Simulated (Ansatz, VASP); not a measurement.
# SnSe: VASP beside Ansatz

INCAR

```
SYSTEM = SnSe
  ALGO = Normal
  EDIFF = 1E-7
  ENCUT = 520
  GGA = CA
  ISIF = 2
  ISMEAR = -1
  LASPH = .True.
  LCHARG = .False.
  LREAL = .False.
  LWAVE = .False.
  NBANDS = 17
  NELM = 60
  PREC = Accurate
  SIGMA = 0.02
```

The input KPOINTS:

```
k-points
0
Gamma
  9 9 9
  0 0 0
```

File POSCAR:

```
SnSe
1.0
    0.0000000000      2.9897980490      2.9897980490
    2.9897980490      0.0000000000      2.9897980490
    2.9897980490      2.9897980490      0.0000000000
Sn Se
1 1
Direct
    0.0000000000      0.0000000000      0.0000000000
    0.5000000000      0.5000000000      0.5000000000
```

Input for Ansatz:

```yaml
crystal:
  lattice:
    - [0.0, 2.989798049, 2.989798049]
    - [2.989798049, 0.0, 2.989798049]
    - [2.989798049, 2.989798049, 0.0]
  atoms:
    - { symbol: Sn, position: [0.0, 0.0, 0.0] }
    - { symbol: Se, position: [0.5, 0.5, 0.5] }
kpoints:
  mp_grid: { grid: [9, 9, 9] }
scf:
  occupations: { method: fermi_dirac, width: 0.02 }
hamiltonian:
  xc: lda
  pseudopotentials: { kind: all_electron, lapw: { basis_error: 0.00025 } }
output:
  forces: true
  stress: true
  eigenvalues: true
```

Change from the starting cell: volume scaled by 0.98.

Alike in both runs: task single point; functional LDA; k mesh 9 × 9 × 9; occupations fermi-dirac, width 0.02 eV; no spin polarisation.

|  | VASP | Ansatz |
| --- | --- | --- |
| version | VASP 6.6.1 | Ansatz 0.2.0 |
| potentials or method | VASP PAW LDA potentials, release 64 (Sn_d, Se), cutoff 520 eV | all-electron LAPW, scalar-relativistic |

|  | VASP | Ansatz | Ansatz less VASP |
| --- | --- | --- | --- |
| pressure (GPa) | -2.2 | -2.3 | -0.07 |

LDA's correlation is that of Perdew and Zunger in VASP and of Perdew and Wang (1992) in Ansatz. Ansatz ran all-electron here, and VASP with PAW potentials.
